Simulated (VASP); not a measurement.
# Zr (P6_3/mmc) in VASP: a series of runs

The runs below take Zr through single point, with PBE.

Program: VASP 6.6.1. These are calculated values, not measurements. Logs are shortened: lines on timing, memory, paths and dates and some standing lists are left out, and cuts for length are marked.

## (1) The cell of the first run

It takes space group P6_3/mmc (No. 194, hexagonal). The conventional cell has a = 3.232 Å, b = 3.232 Å, c = 5.174 Å, α = 90.00°, β = 90.00°, γ = 120.00°. Zr (site symmetry -6m2) has 12 Zr at 3.19 to 3.23 Å within 4.2 Å.

## (2) Single point, PBE

Input file INCAR:

```
SYSTEM = Zr
PREC = Accurate ; ENCUT = 520
EDIFF = 1E-6 ; ISMEAR = -1
SIGMA = 0.6 ; LREAL = .FALSE.
LASPH = .TRUE. ; NELM = 60
ALGO = Normal ; ISIF = 2
LWAVE = .FALSE. ; LCHARG = .FALSE.
GGA = PE ; NBANDS = 19
```

Input file KPOINTS:

```
regular mesh
0
G
  11 11 6
  0 0 0
```

Input file POSCAR:

```
Zr
1.0
    3.2318821451      0.0000000000      0.0000000000
   -1.6159410725      2.7988920397      0.0000000000
    0.0000000000      0.0000000000      5.1741041053
Zr
2
Direct
    0.3333333333      0.6666666667      0.2500000000
    0.6666666667      0.3333333333      0.7500000000
```

Potentials or basis: VASP PAW PBE potentials, release 64 (Zr_sv).

Run with:

```
$ cat potpaw_PBE.64/Zr_sv/POTCAR > POTCAR
$ mpirun -np 1 vasp_std > vasp.out
```

OUTCAR:

```text
SYSTEM = Zr
   PREC = Accurate
   ENCUT = 520
   EDIFF = 1E-6
   ISMEAR = -1
   LREAL = .FALSE.
   LASPH = .TRUE.
   NELM = 60
   ISIF = 2
   GGA = PE

 ion  position               nearest neighbor table
   1  0.333  0.667  0.250-   2 3.19   2 3.19   2 3.19   2 3.19   2 3.19   2 3.19
   2  0.667  0.333  0.750-   1 3.19   1 3.19   1 3.19   1 3.19   1 3.19   1 3.19

  LATTYP: Found a hexagonal cell.
 ALAT       =     3.2318821451
 C/A-ratio  =     1.6009569263

  Lattice vectors:

 A1 = (   3.2318821451,   0.0000000000,   0.0000000000)
 A2 = (  -1.6159410725,   2.7988920397,   0.0000000000)
 A3 = (   0.0000000000,   0.0000000000,   5.1741041053)

Analysis of symmetry for initial positions (statically):
=====================================================================
 Subroutine PRICEL returns:
 Original cell was already a primitive cell.

 Routine SETGRP: Setting up the symmetry group for a
 hexagonal supercell.

 Subroutine GETGRP returns: Found 24 space group operations
 (whereof 12 operations were pure point group operations)
 out of a pool of 24 trial point group operations.

The static configuration has the point symmetry D_3d.
 The point group associated with its full space group is D_6h.

Analysis of symmetry for dynamics (positions and initial velocities):
=====================================================================
 Subroutine PRICEL returns:
 Original cell was already a primitive cell.

 Routine SETGRP: Setting up the symmetry group for a
 hexagonal supercell.

 Subroutine GETGRP returns: Found 24 space group operations
 (whereof 12 operations were pure point group operations)
 out of a pool of 24 trial point group operations.

The dynamic configuration has the point symmetry D_3d.
 The point group associated with its full space group is D_6h.

 Subroutine INISYM returns: Found 24 space group operations
 (whereof 12 operations are pure point group operations),
 and found     1 'primitive' translations

----------------------------------------------------------------------------------------

                                     Primitive cell

  volume of cell :      46.8033

  direct lattice vectors                    reciprocal lattice vectors
     3.231882145  0.000000000  0.000000000     0.309417223  0.178642117  0.000000000
    -1.615941073  2.798892040  0.000000000     0.000000000  0.357284235  0.000000000
     0.000000000  0.000000000  5.174104105     0.000000000  0.000000000  0.193270174

  length of vectors
     3.231882145  3.231882145  5.174104105     0.357284235  0.357284235  0.193270174

  position of ions in fractional coordinates (direct lattice)
     0.333333333  0.666666667  0.250000000
     0.666666667  0.333333333  0.750000000

  ion indices of the primitive-cell ions
   primitive index   ion index
                 1           1
                 2           2

----------------------------------------------------------------------------------------

 KPOINTS: regular mesh

Automatic generation of k-mesh.
 Grid dimensions read from file:
 generate k-points for:   11   11    6

 Generating k-lattice:

  Cartesian coordinates                     Fractional coordinates (reciprocal lattice)
     0.028128838  0.016240192  0.000000000     0.090909091 -0.000000000  0.000000000
     0.000000000  0.032480385  0.000000000     0.000000000  0.090909091  0.000000000
     0.000000000  0.000000000  0.032211696     0.000000000  0.000000000  0.166666667

  Length of vectors
     0.032480385  0.032480385  0.032211696

  Shift w.r.t. Gamma in fractional coordinates (k-lattice)
     0.000000000  0.000000000  0.000000000

 Subroutine IBZKPT returns following result:
 ===========================================

 Found     64 irreducible k-points:

 Following reciprocal coordinates:
            Coordinates               Weight
  0.000000  0.000000  0.000000      1.000000
  0.090909 -0.000000  0.000000      6.000000
  0.181818 -0.000000  0.000000      6.000000
  0.272727 -0.000000  0.000000      6.000000
  0.363636 -0.000000  0.000000      6.000000
  0.454545 -0.000000  0.000000      6.000000
[... 16 lines left out ...]
  0.090909  0.090909  0.166667     12.000000
  0.181818  0.090909  0.166667     24.000000
 [... further k-points ...]
   k-points           NKPTS =     64   k-points in BZ     NKDIM =     64   number of bands    NBANDS=     19
   number of dos      NEDOS =    301   number of ions     NIONS =      2
   total plane-waves  NPLWV =  23040
   dimension x,y,z NGX =    24 NGY =   24 NGZ =   40
   dimension x,y,z NGXF=    48 NGYF=   48 NGZF=   80
   ions per type =               2
   NGX,Y,Z   is equivalent  to a cutoff of  12.35, 12.35, 12.85 a.u.
   NGXF,Y,Z  is equivalent  to a cutoff of  24.69, 24.69, 25.70 a.u.
 SYSTEM =  Zr
   PREC   = accura    normal or accurate (medium, high low for compatibility)
   ISTART =      0    job   : 0-new  1-cont  2-samecut
   ICHARG =      2    charge: 1-file 2-atom 10-const
   ISPIN  =      1    spin polarized calculation?
   LNONCOLLINEAR =      F non collinear calculations
   LSORBIT =      F    spin-orbit coupling
   LASPH  =      T    aspherical Exc in radial PAW
   ENCUT  =  520.0 eV  38.22 Ry    6.18 a.u.   6.01  6.01  9.62*2*pi/ulx,y,z
   NELM   =     60;   NELMIN=  2; NELMDL= -5     # of ELM steps
   EDIFF  = 0.1E-05   stopping-criterion for ELM
   LREAL  =      F    real-space projection
   EDIFFG = 0.1E-04   stopping-criterion for IOM
   NSW    =      0    number of steps for IOM
   IBRION =     -1    ionic relax: 0-MD 1-quasi-New 2-CG
   NFREE  =      0    steps in history (QN), initial steepest desc. (CG)
   ISIF   =      2    stress and relaxation
   ISYM   =      2    0-nonsym 1-usesym 2-fastsym
   POTIM  = 0.5000    time-step for ionic-motion
   TEBEG  =    0.0;   TEEND  =   0.0 temperature during run
   PSTRESS=    0.0 pullay stress
   NELECT =      24.0000    total number of electrons
   NUPDOWN=      -1.0000    fix difference up-down
   EMIN   =  10.00;   EMAX   =-10.00  energy-range for DOS
   EFERMI =   0.00;   METHOD = LEGACY
   ISMEAR =    -1;   SIGMA  =   0.60  broadening in eV -4-tet -1-fermi 0-gaus
   EFERMI_NEDOS =   21; number of points for ismear=-14 and -15
   IALGO  =     38    algorithm
   IMIX   =      4    mixing-type and parameters
     AMIX     =   0.40;   BMIX     =  1.00
     AMIX_MAG =   1.60;   BMIX_MAG =  1.00
  volume/ion in A,a.u.               =      23.40       157.92
  Fermi-wavevector in a.u.,A,eV,Ry     =   1.310347  2.476197 23.361328  1.717009
  Thomas-Fermi vector in A             =   2.440883
   LORBIT       =      0    0 simple, 1 ext, 2 COOP (PROOUT), +10 PAW based schemes
   GGA     = PE    functional components
   LHFCALC =     F    Hartree Fock is set to
   AEXX    =    0.0000 exact exchange contribution
   IVDW    =     0    specifies the selected vdW correction
   LEPSILON=     F    determine dielectric tensor
   LRPA    =     F    only Hartree local field effects (RPA)
 non-spin polarized calculation
  energy-cutoff  :      520.00
  volume of cell :       46.80
 maximum number of plane-waves:      1284
   NGX = 13   NGY = 13   NGZ = 19

 number of electron      24.0000000 magnetization

 Free energy of the ion-electron system (eV)
  ---------------------------------------------------
  ext. energy  EPLUGINS =         0.00000000
  ---------------------------------------------------
  free energy    TOTEN  =       -18.59951841 eV

  energy without entropy =      -15.44545397  energy(sigma->0) =      -17.02248619

 E-fermi :   8.8261     XC(G=0): -11.0448

 val. band max:        8.8061643893   @ k =   0.0909  -0.0000   0.5000
 cond. band min:       8.8294504075   @ k =   0.3636   0.1818   0.3333
 fundamental gap:      0.0232860183
 Fermi energy:         8.8260871426

 k-point     1 :       0.0000    0.0000    0.0000
  band No.  band energies     occupation
      1     -39.7676      2.00000
      2     -39.6182      2.00000
      3     -18.2723      2.00000
      4     -17.4492      2.00000
      5     -17.4492      2.00000
      6     -17.3126      2.00000
[... 11 lines left out ...]
     18      11.1739      0.03917
     19      13.4412      0.00091

 k-point     2 :       0.0909   -0.0000    0.0000
  band No.  band energies     occupation
      1     -39.7583      2.00000
      2     -39.6142      2.00000
      3     -18.2473      2.00000
      4     -17.5052      2.00000
      5     -17.4674      2.00000
      6     -17.3706      2.00000
[... 11 lines left out ...]
     18      10.9764      0.05404
     19      13.5841      0.00072

 k-point     3 :       0.1818   -0.0000    0.0000
  band No.  band energies     occupation
      1     -39.7327      2.00000
      2     -39.6039      2.00000
      3     -18.1762      2.00000
      4     -17.6552      2.00000
      5     -17.5213      2.00000
      6     -17.5141      2.00000
[... 11 lines left out ...]
     18      11.3101      0.03134
     19      13.8591      0.00045

 k-point     4 :       0.2727   -0.0000    0.0000
  band No.  band energies     occupation
      1     -39.6972      2.00000
      2     -39.5922      2.00000
      3     -18.0711      2.00000
      4     -17.8511      2.00000
      5     -17.7092      2.00000
      6     -17.5723      2.00000
[... 11 lines left out ...]
     18      12.1973      0.00723
     19      14.0867      0.00031

 k-point     5 :       0.3636   -0.0000    0.0000
  band No.  band energies     occupation
      1     -39.6612      2.00000
      2     -39.5846      2.00000
      3     -18.0295      2.00000
      4     -17.9527      2.00000
      5     -17.8739      2.00000
      6     -17.6237      2.00000
[... 11 lines left out ...]
     18      13.2279      0.00130
     19      14.2197      0.00025

 k-point     6 :       0.4545   -0.0000    0.0000
  band No.  band energies     occupation
      1     -39.6363      2.00000
      2     -39.5835      2.00000
      3     -18.1346      2.00000
      4     -17.9688      2.00000
      5     -17.8588      2.00000
      6     -17.6534      2.00000
[... 11 lines left out ...]
     18      14.2754      0.00023
     19      14.3861      0.00019

 k-point     7 :       0.0909    0.0909    0.0000
  band No.  band energies     occupation
      1     -39.7408      2.00000
      2     -39.6071      2.00000
      3     -18.1992      2.00000
      4     -17.5956      2.00000
      5     -17.5343      2.00000
      6     -17.4442      2.00000
[... 11 lines left out ...]
     18      11.1837      0.03855
     19      13.7333      0.00056

 k-point     8 :       0.1818    0.0909    0.0000
  band No.  band energies     occupation
      1     -39.7102      2.00000
      2     -39.5961      2.00000
      3     -18.1108      2.00000
      4     -17.7546      2.00000
      5     -17.6741      2.00000
      6     -17.5281      2.00000
[... 256 lines left out ...]
 k-point    20 :       0.2727   -0.0000    0.1667
  band No.  band energies     occupation
      1     -39.6903      2.00000
      2     -39.5993      2.00000
      3     -18.0720      2.00000
      4     -17.8095      2.00000
      5     -17.7393      2.00000
      6     -17.5592      2.00000
[... 11 lines left out ...]
     18      12.0973      0.00854
     19      13.9440      0.00039

 k-point    21 :       0.3636   -0.0000    0.1667
  band No.  band energies     occupation
      1     -39.6561      2.00000
      2     -39.5897      2.00000
      3     -18.0996      2.00000
      4     -17.9351      2.00000
      5     -17.8230      2.00000
      6     -17.6092      2.00000
[... 11 lines left out ...]
     18      13.0186      0.00185
     19      14.0649      0.00032

 k-point    22 :       0.4545   -0.0000    0.1667
  band No.  band energies     occupation
      1     -39.6328      2.00000
      2     -39.5870      2.00000
      3     -18.1753      2.00000
      4     -18.0203      2.00000
      5     -17.7803      2.00000
      6     -17.6382      2.00000
[... 11 lines left out ...]
     18      14.2260      0.00025
     19      14.2358      0.00024

 k-point    23 :       0.0909    0.0909    0.1667
  band No.  band energies     occupation
      1     -39.7320      2.00000
      2     -39.6161      2.00000
      3     -18.1508      2.00000
      4     -17.5790      2.00000
      5     -17.5441      2.00000
      6     -17.4698      2.00000
[... 11 lines left out ...]
     18      11.4383      0.02539
     19      13.7014      0.00059

 k-point    24 :       0.1818    0.0909    0.1667
  band No.  band energies     occupation
      1     -39.7027      2.00000
      2     -39.6039      2.00000
      3     -18.0885      2.00000
      4     -17.7320      2.00000
      5     -17.6890      2.00000
      6     -17.5364      2.00000
[... 11 lines left out ...]
     18      12.0350      0.00947
     19      13.8129      0.00049

 [... further k-points ...]
[... 5 lines left out ...]
  --------------------------------------------------------------------------------------
  -------------------------------------------------------------------------------------
  Total        1.2673527      1.2673527      1.9771860      0.0000000      0.0000000      0.0000000
  in kB       43.3841643     43.3841643     67.6832614      0.0000000      0.0000000      0.0000000
  external PRESSURE =      51.4838633 kB  Pullay stress =       0.0000000 kB

 VOLUME and BASIS-vectors are now :
 -----------------------------------------------------------------------------
  energy-cutoff  :      520.00
  volume of cell :       46.80
      direct lattice vectors                 reciprocal lattice vectors
     3.231882145  0.000000000  0.000000000     0.309417223  0.178642117  0.000000000
    -1.615941073  2.798892040  0.000000000     0.000000000  0.357284235  0.000000000
     0.000000000  0.000000000  5.174104105     0.000000000  0.000000000  0.193270174

 POSITION                                       TOTAL-FORCE (eV/Angst)
 -----------------------------------------------------------------------------------
     -0.00000      1.86593      1.29353         0.000000     -0.000000      0.000000
      1.61594      0.93296      3.88058        -0.000000      0.000000      0.000000
 -----------------------------------------------------------------------------------
    total drift:                               -0.000000      0.000000     -0.000000

  FREE ENERGIE OF THE ION-ELECTRON SYSTEM (eV)
  ---------------------------------------------------
  free  energy   TOTEN  =       -18.5995184070 eV

  energy  without entropy=      -15.4454539737  energy(sigma->0) =      -17.02248619
```

Run time: 94 s. Hardware: 1 thread of AMD EPYC 7R13, shared host; peak memory 0.16 GiB.

What came out:

```yaml
Free_energy: -18.5995 eV
Pressure: 5.1 GPa
Band_gap_on_the_k_mesh: zero (band 12 reaches 9.85 eV, above the bottom of band 13 at 8.80 eV)
```

Stress tensor (GPa, compression positive):
```
4.34 0.00 0.00
0.00 4.34 0.00
0.00 0.00 6.77
```

Levels at points of the mesh, in eV from the Fermi level:
| k point | band 8 | band 9 | band 10 | band 11 | band 12 | band 13 | band 14 | band 15 | band 16 | band 17 |
| --- | --- | --- | --- | --- | --- | --- | --- | --- | --- | --- |
| (0.00, 0.00, 0.00) | -26.11 | -5.53 | -2.90 | 1.02 | 1.02 | 1.15 | 1.25 | 1.70 | 1.70 | 2.35 |
| (0.00, 0.00, 0.50) | -26.21 | -3.84 | -3.84 | 0.19 | 0.19 | 0.94 | 0.94 | 0.94 | 0.94 | 4.12 |

## (3) Single point, PBE, collinear spin, ferromagnetic start (volume scaled by 1.04)

Input file INCAR:

```
SYSTEM = Zr
PREC = Accurate
ENCUT = 520
EDIFF = 1E-7
ISMEAR = -1
SIGMA = 0.05
LREAL = .FALSE.
LASPH = .TRUE.
NELM = 150
ALGO = Normal
ISIF = 2
LWAVE = .FALSE.
LCHARG = .FALSE.
ISPIN = 2
MAGMOM = 1 1
LORBIT = 11
LMAXMIX = 4
GGA = PE
NBANDS = 23
```

Input file KPOINTS:

```
Automatic mesh
0
G
  18 18 10
  0 0 0
```

Input file POSCAR:

```
Zr
1.0
    3.2766130249      0.0000000000      0.0000000000
   -1.6383065124      2.8376301179      0.0000000000
    0.0000000000      0.0000000000      5.2301422569
Zr
2
Direct
    0.3333333333      0.6666666667      0.2500000000
    0.6666666667      0.3333333333      0.7500000000
```

Potentials or basis: VASP PAW PBE potentials, release 64 (Zr_sv).

Run with:

```
$ cat potpaw_PBE.64/Zr_sv/POTCAR > POTCAR
$ mpirun -np 1 vasp_std > vasp.out
```

Run time: 5.4 min. Hardware: 1 thread of Intel Xeon 6975P-C, shared host; peak memory 0.42 GiB.

It converged, with:

* Free energy: -17.0298 eV
* Pressure: -3.4 GPa
* Band gap on the k mesh: zero (filled and empty bands overlap)
* Net moment: 0.00 μB per cell
* Valence electrons inside the program's atomic spheres: Zr 9.77

Levels at points of the mesh, in eV from the Fermi level:
Spin up:
```
           k point  band 10  band 11  band 12  band 13  band 14  band 15
(0.00, 0.00, 0.00)    -2.92     0.86     0.86     0.97     1.00     1.50
(0.50, 0.00, 0.00)    -2.42    -2.02    -0.29     0.55     0.72     1.38
(0.00, 0.00, 0.50)    -3.93     0.04     0.04     0.77     0.77     0.77
(0.50, 0.00, 0.50)    -2.74    -0.98    -0.98     1.48     1.48     2.13
```
Spin down:
```tsv
k point	band 10	band 11	band 12	band 13	band 14	band 15
(0.00, 0.00, 0.00)	-2.92	0.86	0.86	0.97	1.00	1.50
(0.50, 0.00, 0.00)	-2.42	-2.02	-0.29	0.55	0.72	1.38
(0.00, 0.00, 0.50)	-3.93	0.04	0.04	0.77	0.77	0.77
(0.50, 0.00, 0.50)	-2.74	-0.98	-0.98	1.48	1.48	2.13
```

(Continued in part 2 of 2.)
